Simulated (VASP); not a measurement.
# Sc2Pb (P6/mmm) in VASP: a series of runs

Runs on Sc2Pb. Level: PBE. Tasks: single point, relaxation of cell and atoms.

All numbers are computed with VASP 6.6.1; they aren't measurements. Logs are shortened: lines on timing, memory, paths and dates and some standing lists are left out, and cuts for length are marked.

### 1 The cell of the first run

The structure is hexagonal, space group P6/mmm (No. 191). Conventional cell: a = 5.123 Å, b = 5.123 Å, c = 3.185 Å, α = 90.00°, β = 90.00°, γ = 120.00°. Within 3.9 Å of Sc (site symmetry -6m2) lie 5 Sc at 2.96 to 3.18 Å and 6 Pb at 3.36 Å. Pb (site symmetry 6/mmm) has 2 Pb at 3.18 Å and 12 Sc at 3.36 Å within 4.2 Å.

### 2 Single point, PBE

File INCAR:

```
SYSTEM = Sc2Pb
PREC = Accurate
ENCUT = 520
EDIFF = 1E-6
ISMEAR = 0
SIGMA = 0.1
LREAL = .FALSE.
LASPH = .TRUE.
NELM = 80
ALGO = Fast
ISIF = 2
LWAVE = .FALSE.
LCHARG = .TRUE.
GGA = PE
LELF = .TRUE.
LVHAR = .TRUE.
NBANDS = 25
```

File KPOINTS:

```
regular mesh
0
G
  6 6 6
  0 0 0
```

File POSCAR:

```
Sc2Pb
1.0
    5.1228443887      0.0000000000      0.0000000000
   -2.5614221944      4.4365133802      0.0000000000
    0.0000000000      0.0000000000      3.1848126134
Sc Pb
2 1
Direct
    0.3333333333      0.6666666667      0.5000000000
    0.6666666667      0.3333333333      0.5000000000
    0.0000000000      0.0000000000      0.0000000000
```

Potentials or basis: VASP PAW PBE potentials, release 64 (Sc_sv, Pb_d).

Started as:

```sh
cat potpaw_PBE.64/Sc_sv/POTCAR potpaw_PBE.64/Pb_d/POTCAR > POTCAR
mpirun -np 1 vasp_std > vasp.out
```

OUTCAR:

```text
SYSTEM = Sc2Pb
   PREC = Accurate
   ENCUT = 520
   EDIFF = 1E-6
   ISMEAR = 0
   LREAL = .FALSE.
   LASPH = .TRUE.
   NELM = 80
   ISIF = 2
   GGA = PE

 ion  position               nearest neighbor table
   1  0.333  0.667  0.500-   2 2.96   2 2.96   2 2.96   3 3.36   3 3.36   3 3.36   3 3.36   3 3.36
                             3 3.36
   2  0.667  0.333  0.500-   1 2.96   1 2.96   1 2.96   3 3.36   3 3.36   3 3.36   3 3.36   3 3.36
                             3 3.36
   3  0.000  0.000  0.000-   1 3.36   2 3.36   1 3.36   2 3.36   1 3.36   1 3.36   2 3.36   2 3.36
                             2 3.36   2 3.36   1 3.36   1 3.36

  LATTYP: Found a hexagonal cell.
 ALAT       =     5.1228443887
 C/A-ratio  =     0.6216883379

  Lattice vectors:

 A1 = (   5.1228443887,   0.0000000000,   0.0000000000)
 A2 = (  -2.5614221944,   4.4365133802,   0.0000000000)
 A3 = (   0.0000000000,   0.0000000000,   3.1848126134)

Analysis of symmetry for initial positions (statically):
=====================================================================
 Subroutine PRICEL returns:
 Original cell was already a primitive cell.

 Routine SETGRP: Setting up the symmetry group for a
 hexagonal supercell.

 Subroutine GETGRP returns: Found 24 space group operations
 (whereof 24 operations were pure point group operations)
 out of a pool of 24 trial point group operations.

The static configuration has the point symmetry D_6h.

Analysis of symmetry for dynamics (positions and initial velocities):
=====================================================================
 Subroutine PRICEL returns:
 Original cell was already a primitive cell.

 Routine SETGRP: Setting up the symmetry group for a
 hexagonal supercell.

 Subroutine GETGRP returns: Found 24 space group operations
 (whereof 24 operations were pure point group operations)
 out of a pool of 24 trial point group operations.

The dynamic configuration has the point symmetry D_6h.

 Subroutine INISYM returns: Found 24 space group operations
 (whereof 24 operations are pure point group operations),
 and found     1 'primitive' translations

----------------------------------------------------------------------------------------

                                     Primitive cell

  volume of cell :      72.3830

  direct lattice vectors                    reciprocal lattice vectors
     5.122844389  0.000000000  0.000000000     0.195204055  0.112701114  0.000000000
    -2.561422194  4.436513380  0.000000000     0.000000000  0.225402228  0.000000000
     0.000000000  0.000000000  3.184812613     0.000000000  0.000000000  0.313990216

  length of vectors
     5.122844389  5.122844389  3.184812613     0.225402228  0.225402228  0.313990216

  position of ions in fractional coordinates (direct lattice)
     0.333333333  0.666666667  0.500000000
     0.666666667  0.333333333  0.500000000
     0.000000000  0.000000000  0.000000000

  ion indices of the primitive-cell ions
   primitive index   ion index
                 1           1
                 2           2
                 3           3

----------------------------------------------------------------------------------------

 KPOINTS: regular mesh

Automatic generation of k-mesh.
 Grid dimensions read from file:
 generate k-points for:    6    6    6

 Generating k-lattice:

  Cartesian coordinates                     Fractional coordinates (reciprocal lattice)
     0.032534009  0.018783519  0.000000000     0.166666667 -0.000000000  0.000000000
     0.000000000  0.037567038  0.000000000     0.000000000  0.166666667  0.000000000
     0.000000000  0.000000000  0.052331703     0.000000000  0.000000000  0.166666667

  Length of vectors
     0.037567038  0.037567038  0.052331703

  Shift w.r.t. Gamma in fractional coordinates (k-lattice)
     0.000000000  0.000000000  0.000000000

 Subroutine IBZKPT returns following result:
 ===========================================

 Found     28 irreducible k-points:

 Following reciprocal coordinates:
            Coordinates               Weight
  0.000000  0.000000  0.000000      1.000000
  0.166667 -0.000000  0.000000      6.000000
  0.333333 -0.000000  0.000000      6.000000
  0.500000 -0.000000  0.000000      3.000000
  0.166667  0.166667  0.000000      6.000000
  0.333333  0.166667  0.000000     12.000000
[... 16 lines left out ...]
  0.166667 -0.000000  0.500000      6.000000
  0.333333 -0.000000  0.500000      6.000000
 [... further k-points ...]
   k-points           NKPTS =     28   k-points in BZ     NKDIM =     28   number of bands    NBANDS=     25
   number of dos      NEDOS =    301   number of ions     NIONS =      3
   total plane-waves  NPLWV =  38400
   dimension x,y,z NGX =    40 NGY =   40 NGZ =   24
   dimension x,y,z NGXF=    80 NGYF=   80 NGZF=   48
   ions per type =               2   1
   NGX,Y,Z   is equivalent  to a cutoff of  12.98, 12.98, 12.53 a.u.
   NGXF,Y,Z  is equivalent  to a cutoff of  25.96, 25.96, 25.06 a.u.
 SYSTEM =  Sc2Pb
   PREC   = accura    normal or accurate (medium, high low for compatibility)
   ISTART =      0    job   : 0-new  1-cont  2-samecut
   ICHARG =      2    charge: 1-file 2-atom 10-const
   ISPIN  =      1    spin polarized calculation?
   LNONCOLLINEAR =      F non collinear calculations
   LSORBIT =      F    spin-orbit coupling
   LASPH  =      T    aspherical Exc in radial PAW
   ENCUT  =  520.0 eV  38.22 Ry    6.18 a.u.   9.53  9.53  5.92*2*pi/ulx,y,z
   NELM   =     80;   NELMIN=  2; NELMDL= -5     # of ELM steps
   EDIFF  = 0.1E-05   stopping-criterion for ELM
   LREAL  =      F    real-space projection
   EDIFFG = 0.1E-04   stopping-criterion for IOM
   NSW    =      0    number of steps for IOM
   IBRION =     -1    ionic relax: 0-MD 1-quasi-New 2-CG
   NFREE  =      0    steps in history (QN), initial steepest desc. (CG)
   ISIF   =      2    stress and relaxation
   ISYM   =      2    0-nonsym 1-usesym 2-fastsym
   POTIM  = 0.5000    time-step for ionic-motion
   TEBEG  =    0.0;   TEEND  =   0.0 temperature during run
   PSTRESS=    0.0 pullay stress
   NELECT =      36.0000    total number of electrons
   NUPDOWN=      -1.0000    fix difference up-down
   EMIN   =  10.00;   EMAX   =-10.00  energy-range for DOS
   EFERMI =   0.00;   METHOD = LEGACY
   ISMEAR =     0;   SIGMA  =   0.10  broadening in eV -4-tet -1-fermi 0-gaus
   EFERMI_NEDOS =   21; number of points for ismear=-14 and -15
   IALGO  =     68    algorithm
   IMIX   =      4    mixing-type and parameters
     AMIX     =   0.40;   BMIX     =  1.00
     AMIX_MAG =   1.60;   BMIX_MAG =  1.00
  volume/ion in A,a.u.               =      24.13       162.82
  Fermi-wavevector in a.u.,A,eV,Ry     =   1.297070  2.451107 22.890310  1.682390
  Thomas-Fermi vector in A             =   2.428486
   LORBIT       =      0    0 simple, 1 ext, 2 COOP (PROOUT), +10 PAW based schemes
   GGA     = PE    functional components
   LHFCALC =     F    Hartree Fock is set to
   AEXX    =    0.0000 exact exchange contribution
   IVDW    =     0    specifies the selected vdW correction
   LEPSILON=     F    determine dielectric tensor
   LRPA    =     F    only Hartree local field effects (RPA)
 non-spin polarized calculation
 RMM-DIIS sequential band-by-band and
 Gauss-broadening in eV      SIGMA  =   0.10
  energy-cutoff  :      520.00
  volume of cell :       72.38
 maximum number of plane-waves:      1992
 NGX is ok and might be reduce to    40

 number of electron      36.0000005 magnetization

 Free energy of the ion-electron system (eV)
  ---------------------------------------------------
  ext. energy  EPLUGINS =         0.00000000
  ---------------------------------------------------
  free energy    TOTEN  =       -16.02459335 eV

  energy without entropy =      -15.99383379  energy(sigma->0) =      -16.00921357

 E-fermi :   6.1211     XC(G=0): -10.4027

 val. band max:        6.1192708575   @ k =   0.3333   0.1667   0.0000
 cond. band min:       6.1234974342   @ k =   0.0000   0.0000   0.1667
 fundamental gap:      0.0042265767
 Fermi energy:         6.1211418196

 k-point     1 :       0.0000    0.0000    0.0000
  band No.  band energies     occupation
      1     -43.5849      2.00000
      2     -43.4883      2.00000
      3     -22.3843      2.00000
      4     -22.3843      2.00000
      5     -22.1032      2.00000
      6     -22.0388      2.00000
[... 17 lines left out ...]
     24       9.3166      0.00000
     25      10.0486      0.00000

 k-point     2 :       0.1667   -0.0000    0.0000
  band No.  band energies     occupation
      1     -43.5793      2.00000
      2     -43.4941      2.00000
      3     -22.3926      2.00000
      4     -22.3681      2.00000
      5     -22.0987      2.00000
      6     -22.0563      2.00000
[... 17 lines left out ...]
     24       9.0795      0.00000
     25       9.3704      0.00000

 k-point     3 :       0.3333   -0.0000    0.0000
  band No.  band energies     occupation
      1     -43.5646      2.00000
      2     -43.5089      2.00000
      3     -22.4079      2.00000
      4     -22.3296      2.00000
      5     -22.0974      2.00000
      6     -22.0872      2.00000
[... 17 lines left out ...]
     24       8.7790      0.00000
     25       9.0357      0.00000

 k-point     4 :       0.5000   -0.0000    0.0000
  band No.  band energies     occupation
      1     -43.5529      2.00000
      2     -43.5207      2.00000
      3     -22.4151      2.00000
      4     -22.3047      2.00000
      5     -22.1235      2.00000
      6     -22.0780      2.00000
[... 17 lines left out ...]
     24       8.9420      0.00000
     25       9.4910      0.00000
[... 477 lines left out ...]
 k-point    22 :       0.0000    0.0000    0.5000
  band No.  band energies     occupation
      1     -43.5570      2.00000
      2     -43.4626      2.00000
      3     -22.3827      2.00000
      4     -22.3486      2.00000
      5     -22.3486      2.00000
      6     -22.2750      2.00000
[... 17 lines left out ...]
     24       8.5449      0.00000
     25       8.5631      0.00000

 k-point    23 :       0.1667   -0.0000    0.5000
  band No.  band energies     occupation
      1     -43.5515      2.00000
      2     -43.4682      2.00000
      3     -22.3761      2.00000
      4     -22.3568      2.00000
      5     -22.3330      2.00000
      6     -22.2814      2.00000
[... 17 lines left out ...]
     24       8.0460      0.00000
     25       9.2630      0.00000

 k-point    24 :       0.3333   -0.0000    0.5000
  band No.  band energies     occupation
      1     -43.5372      2.00000
      2     -43.4826      2.00000
      3     -22.3720      2.00000
      4     -22.3594      2.00000
      5     -22.2978      2.00000
      6     -22.2949      2.00000
[... 17 lines left out ...]
     24       8.3429      0.00000
     25      10.4928      0.00000

 [... further k-points ...]

------------------------ aborting loop because EDIFF is reached ----------------------------------------

  FORCE on cell =-STRESS in cart. coord.  units (eV):
  Direction    XX          YY          ZZ          XY          YZ          ZX
  --------------------------------------------------------------------------------------
  -------------------------------------------------------------------------------------
  Total        0.0023543      0.0023543     -0.0661091     -0.0000000     -0.0000000      0.0000000
  in kB        0.0521123      0.0521123     -1.4633065     -0.0000000     -0.0000000      0.0000000
  external PRESSURE =      -0.4530273 kB  Pullay stress =       0.0000000 kB

 VOLUME and BASIS-vectors are now :
 -----------------------------------------------------------------------------
  energy-cutoff  :      520.00
  volume of cell :       72.38
      direct lattice vectors                 reciprocal lattice vectors
     5.122844389  0.000000000  0.000000000     0.195204055  0.112701114  0.000000000
    -2.561422194  4.436513380  0.000000000     0.000000000  0.225402228  0.000000000
     0.000000000  0.000000000  3.184812613     0.000000000  0.000000000  0.313990216

 POSITION                                       TOTAL-FORCE (eV/Angst)
 -----------------------------------------------------------------------------------
     -0.00000      2.95768      1.59241         0.000000     -0.000000      0.000000
      2.56142      1.47884      1.59241        -0.000000      0.000000      0.000000
      0.00000      0.00000      0.00000        -0.000000      0.000000      0.000000
 -----------------------------------------------------------------------------------
    total drift:                                0.000000      0.000000      0.000000

  FREE ENERGIE OF THE ION-ELECTRON SYSTEM (eV)
  ---------------------------------------------------
  free  energy   TOTEN  =       -16.0245933528 eV

  energy  without entropy=      -15.9938337862  energy(sigma->0) =      -16.00921357
```

It took 3.6 min on 1 thread of AMD EPYC 7R43 (Zen 3), shared host; peak memory 0.17 GiB.

Results:

```
Free energy            : -16.0246 eV
Pressure               : 0.0 GPa
Band gap on the k mesh : zero (band 18 reaches 6.62 eV, above the bottom of band 19 at 5.81 eV)
```

Stress tensor (GPa, compression positive):
```
 0.01  0.00  0.00
 0.00  0.01  0.00
 0.00  0.00 -0.15
```

Levels at points of the mesh, in eV from the Fermi level:
```
           k point  band 14  band 15  band 16  band 17  band 18  band 19  band 20  band 21  band 22  band 23
(0.00, 0.00, 0.00)   -10.32    -2.47    -2.47    -1.33     0.15     0.30     0.30     0.51     2.03     2.03
(0.50, 0.00, 0.00)    -9.80    -4.76    -2.24    -1.51     0.01     0.01     0.31     1.86     1.90     2.40
(0.00, 0.00, 0.50)    -7.36    -4.45    -0.56    -0.56    -0.26    -0.26     0.85     0.85     1.33     1.33
(0.50, 0.00, 0.50)    -7.26    -3.57    -2.07    -2.04    -0.43     0.18     0.59     0.67     2.05     2.57
```

Caveat: spin-orbit coupling is left out, which moves the levels of the heavy elements.

### 3 Single point, PBE

This run uses another cell than the first one: it holds 6 atoms, not 3.

File INCAR:

```
PREC = Accurate ; ENCUT = 520
EDIFF = 1E-6 ; ISMEAR = 0
SIGMA = 0.1 ; LREAL = False
LASPH = True ; NELM = 100
ALGO = Normal ; ISIF = 2
LWAVE = False ; LCHARG = False
GGA = PE ; NBANDS = 45
```

File KPOINTS:

```
Automatic mesh
0
Gamma
  6 6 2
```

File POSCAR:

```
Sc2Pb
1.0
    4.1933476400      0.0000000000      0.0000000000
   -2.0966738200      3.6315455800      0.0000000000
    0.0000000000      0.0000000000      8.7376961700
Sc Pb
4 2
Direct
    0.3333333300      0.6666666700      0.7487057500
    0.3333333300      0.6666666700      0.2512942500
    0.6666666700      0.3333333300      0.2512942500
    0.6666666700      0.3333333300      0.7487057500
    0.0000000000      0.0000000000      0.5000000000
    0.0000000000      0.0000000000      0.0000000000
```

Potentials or basis: VASP PAW PBE potentials, release 64 (Sc_sv, Pb_d).

Started as:

```sh
cat potpaw_PBE.64/Sc_sv/POTCAR potpaw_PBE.64/Pb_d/POTCAR > POTCAR
mpirun -np 1 vasp_std > vasp.out
```

OUTCAR:

```text
PREC = Accurate
   ENCUT = 520
   EDIFF = 1E-6
   ISMEAR = 0
   LREAL = False
   LASPH = True
   NELM = 100
   ISIF = 2
   GGA = PE

 ion  position               nearest neighbor table
   1  0.333  0.667  0.749-   4 2.42   4 2.42   4 2.42   5 3.25   5 3.25   5 3.25   6 3.27   6 3.27
                             6 3.27
   2  0.333  0.667  0.251-   3 2.42   3 2.42   3 2.42   5 3.25   5 3.25   5 3.25   6 3.27   6 3.27
                             6 3.27
   3  0.667  0.333  0.251-   2 2.42   2 2.42   2 2.42   5 3.25   5 3.25   5 3.25   6 3.27   6 3.27
                             6 3.27
   4  0.667  0.333  0.749-   1 2.42   1 2.42   1 2.42   5 3.25   5 3.25   5 3.25   6 3.27   6 3.27
                             6 3.27
[... 872 lines left out ...]
  Total       15.0338693     15.0338693     -8.1034057      0.0000000     -0.0000000      0.0000000
  in kB      181.0222867    181.0222864    -97.5728202      0.0000000     -0.0000000      0.0000000
  external PRESSURE =      88.1572510 kB  Pullay stress =       0.0000000 kB

 VOLUME and BASIS-vectors are now :
 -----------------------------------------------------------------------------
  energy-cutoff  :      520.00
  volume of cell :      133.06
      direct lattice vectors                 reciprocal lattice vectors
     4.193347640  0.000000000  0.000000000     0.238472954  0.137682424  0.000000000
    -2.096673820  3.631545580  0.000000000     0.000000000  0.275364849  0.000000000
     0.000000000  0.000000000  8.737696170     0.000000000  0.000000000  0.114446644

 POSITION                                       TOTAL-FORCE (eV/Angst)
 -----------------------------------------------------------------------------------
     -0.00000      2.42103      6.54196         0.000000     -0.000000      0.013819
     -0.00000      2.42103      2.19573         0.000000     -0.000000     -0.013819
      2.09667      1.21052      2.19573        -0.000000      0.000000     -0.013819
      2.09667      1.21052      6.54196        -0.000000      0.000000      0.013819
      0.00000      0.00000      4.36885         0.000000      0.000000      0.000000
      0.00000      0.00000      0.00000         0.000000      0.000000      0.000000
 -----------------------------------------------------------------------------------
    total drift:                               -0.000000      0.000000     -0.000000

  FREE ENERGIE OF THE ION-ELECTRON SYSTEM (eV)
  ---------------------------------------------------
  free  energy   TOTEN  =       -27.1754428084 eV

  energy  without entropy=      -27.1301040741  energy(sigma->0) =      -27.15277344
```

It took 3.6 min on 1 thread of AMD EPYC 7R43 (Zen 3), shared host; peak memory 0.24 GiB.

What came out:

```
Free energy            : -27.1754 eV
Pressure               : 8.8 GPa
Largest force          : 0.014 eV/Å
Band gap on the k mesh : zero (band 36 reaches 7.02 eV, above the bottom of band 37 at 6.45 eV)
```

Forces on the atoms (eV/Å):
```
Sc   0.000  0.000  0.014
Sc   0.000  0.000 -0.014
Sc   0.000  0.000 -0.014
Sc   0.000  0.000  0.014
Pb   0.000  0.000  0.000
Pb   0.000  0.000  0.000
```

Stress tensor (GPa, compression positive):
```
18.10  0.00  0.00
 0.00 18.10  0.00
 0.00  0.00 -9.76
```

Caveat: spin-orbit coupling is left out, which moves the levels of the heavy elements.

(Part 1 of 2 ends here.)
